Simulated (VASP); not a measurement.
Input of a VASP 6.6.1 run:

INCAR

```
  PREC = Accurate
  ENCUT = 520
  EDIFF = 1E-6
  ISMEAR = -1
  SIGMA = 0.05
  LREAL = False
  LASPH = True
  NELM = 100
  ALGO = Normal
  ISIF = 2
  LWAVE = False
  LCHARG = False
  GGA = PS
  NBANDS = 27
```

Contents of KPOINTS:

```
Automatic mesh
0
Gamma
  8 8 8
```

Contents of POSCAR:

```
InSe
1.0
    1.9865767768      1.1469506368      8.3833539979
   -1.9865767768      1.1469506368      8.3833539979
    0.0000000000     -2.2939012737      8.3833539979
In Se
2 2
Direct
    0.8886000000      0.8886000000      0.8886000000
    0.0000000000      0.0000000000      0.0000000000
    0.1719000000      0.1719000000      0.1719000000
    0.3835000000      0.3835000000      0.3835000000
```

Potentials or basis: VASP PAW PBE potentials, release 64 (In_d, Se).

Run with:

```bash
$ cat potpaw_PBE.64/In_d/POTCAR potpaw_PBE.64/Se/POTCAR > POTCAR
$ mpirun -np 1 vasp_std > vasp.out
```

Problem. Estimate the band gap on the k mesh.

Solution. 0.38 eV.

Problem. Estimate the largest force.

Solution. 0.405 eV/Å.

Problem. What does it give for the pressure?

Solution. 1.3 GPa.

Forces in eV/Å, atoms in the order of the input:
```
In   0.000  0.000  0.405
In   0.000  0.000 -0.388
Se   0.000  0.000 -0.266
Se   0.000  0.000  0.248
```

Caveat: the PAW data sets were made with another functional, which shifts forces and pressure a little; spin-orbit coupling is left out, which moves the levels of the heavy elements. A k mesh can miss the band edges.
